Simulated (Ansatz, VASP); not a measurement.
GaN: VASP beside Ansatz

POSCAR

```
GaN
1.0
    0.0000000000      2.1352350000      2.1352350000
    2.1352350000      0.0000000000      2.1352350000
    2.1352350000      2.1352350000      0.0000000000
Ga N
1 1
Direct
    0.0000000000      0.0000000000      0.0000000000
    0.5000000000      0.5000000000      0.5000000000
```

File INCAR.step1:

```
ALGO = Normal
EDIFF = 1E-4
ENCUT = 520
GGA = PE
ISMEAR = 0
LASPH = T
LCHARG = F
LREAL = F
LWAVE = T
NBANDS = 16
NELM = 80
PREC = Accurate
SIGMA = 0.05
```

Contents of INCAR.step2:

```
ALGO = Normal
EDIFF = 1E-6
ENCUT = 520
ISIF = 2
ISMEAR = 0
ISTART = 1
LASPH = T
LCHARG = F
LMIXTAU = T
LREAL = F
LWAVE = F
METAGGA = R2SCAN
NBANDS = 16
NELM = 80
PREC = Accurate
SIGMA = 0.05
```

Contents of KPOINTS:

```
k-points
0
Gamma
  12 12 12
```

Input for Ansatz:

```yaml
crystal:
  lattice:
    - [0.0, 2.135235, 2.135235]
    - [2.135235, 0.0, 2.135235]
    - [2.135235, 2.135235, 0.0]
  atoms:
    - { symbol: Ga, position: [0.0, 0.0, 0.0] }
    - { symbol: "N", position: [0.5, 0.5, 0.5] }
basis:
  ecutwfc: 500
kpoints:
  mp_grid: { grid: [12, 12, 12] }
hamiltonian:
  xc: r2scan
scf:
  occupations: { method: gaussian, width: 0.05 }
output:
  forces: true
  stress: true
  eigenvalues: true
  write_density: true
  write_potential: true
  elf: true
  volumetric_format: npy
```

Alike in both runs: task single point; functional r2SCAN; k mesh 12 × 12 × 12; occupations gaussian, width 0.05 eV; no spin polarisation.

|  | VASP | Ansatz |
| --- | --- | --- |
| version | VASP 6.6.1 | Ansatz 0.2.0 |
| potentials or method | VASP PAW PBE potentials, release 64 (Ga_d, N), cutoff 520 eV | scalar-relativistic, plane waves, PAW |
| valence electrons in the cell | 18 | 18 |

VASP gave:

* gap on the k mesh at the Fermi level (eV): 0.89
* least direct gap on the mesh (eV): 2.92
* pressure (GPa): -7.4

Question: Which values does Ansatz return?

Answer: gap on the k mesh at the Fermi level (eV): 0.91; least direct gap on the mesh (eV): 2.89; pressure (GPa): -8.5.

VASP's potentials were made for PBE, not for r2SCAN. With one functional, cell and mesh, what is left measures potentials, basis and numerics.
